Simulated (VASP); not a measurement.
Set up this calculation in VASP 6.6.1, as the native input.

| Quantity | Value |
| --- | --- |
| Task | single point |
| Functional | r2SCAN |
| Potentials or basis | VASP PAW PBE potentials, release 64 (Al, Ga_d, N) |
| Cutoff | 520 eV |
| k mesh | 6 × 6 × 6 |
| Occupations | gaussian, width 0.05 eV |
| Spin | no spin polarisation |
| Dipole correction | no |
| Further INCAR settings | ALGO = Normal; EDIFF = 1e-07; NBANDS = 31 |

The system is Al3GaN4.

```
Al Ga N
1.0
     4.57729    0.00000    0.00000
     0.00000    4.57729    0.00000
     0.00000    0.00000    4.57729
Al Ga N
3 1 4
Direct
  0.50000 0.50000 0.00000
  0.50000 0.00000 0.50000
  0.00000 0.50000 0.50000
  0.00000 0.00000 0.00000
  0.74446 0.74446 0.25554
  0.74446 0.25554 0.74446
  0.25554 0.74446 0.74446
  0.25554 0.25554 0.25554
```

This cell differs from its parent crystal: strain +0.040 along x and y, +0.040 along z.

The input as run:

POSCAR

```
Al3GaN4
1.0
    4.5772867843      0.0000000000      0.0000000000
    0.0000000000      4.5772867843      0.0000000000
    0.0000000000      0.0000000000      4.5772867843
Al Ga N
3 1 4
Direct
    0.5000000000      0.5000000000      0.0000000000
    0.5000000000      0.0000000000      0.5000000000
    0.0000000000      0.5000000000      0.5000000000
    0.0000000000      0.0000000000      0.0000000000
    0.7444581602      0.7444581602      0.2555418398
    0.7444581602      0.2555418398      0.7444581602
    0.2555418398      0.7444581602      0.7444581602
    0.2555418398      0.2555418398      0.2555418398
```

INCAR.step1

```
SYSTEM = Al3GaN4
PREC = Accurate
ENCUT = 520
ISMEAR = 0
SIGMA = 0.05
LREAL = .FALSE.
LASPH = .TRUE.
NELM = 100
NBANDS = 31
GGA = PE
ALGO = Normal
EDIFF = 1E-4
LWAVE = .TRUE.
LCHARG = .FALSE.
```

INCAR.step2

```
SYSTEM = Al3GaN4
PREC = Accurate
ENCUT = 520
EDIFF = 1E-7
ISMEAR = 0
SIGMA = 0.05
LREAL = .FALSE.
LASPH = .TRUE.
NELM = 100
ALGO = Normal
ISIF = 2
LWAVE = .FALSE.
LCHARG = .FALSE.
METAGGA = R2SCAN
LMIXTAU = .TRUE.
NBANDS = 31
ISTART = 1
```

KPOINTS

```
Automatic mesh
0
G
  6 6 6
  0 0 0
```

Potentials or basis: VASP PAW PBE potentials, release 64 (Al, Ga_d, N).

Command:

```bash
$ cat potpaw_PBE.64/Al/POTCAR potpaw_PBE.64/Ga_d/POTCAR potpaw_PBE.64/N/POTCAR > POTCAR
$ cp INCAR.step1 INCAR
$ mpirun -np 1 vasp_std > vasp.out
$ cp INCAR.step2 INCAR
$ mpirun -np 1 vasp_std > vasp.out
```

Results of the run:

```yaml
Pressure: -19.4 GPa
Largest_force: 0.064 eV/Å
Band_gap_on_the_k_mesh: 3.13 eV
```

Caveat: the cell differs from its parent crystal (strain +0.040 along x and y, +0.040 along z); the cell stands under tension; the PAW data sets were made with another functional, which shifts forces and pressure a little.

It took 2.7 min on 1 thread of Intel(R) Xeon(R) Platinum 8488C (Sapphire Rapids), on a shared host, peak memory 0.24 GiB.
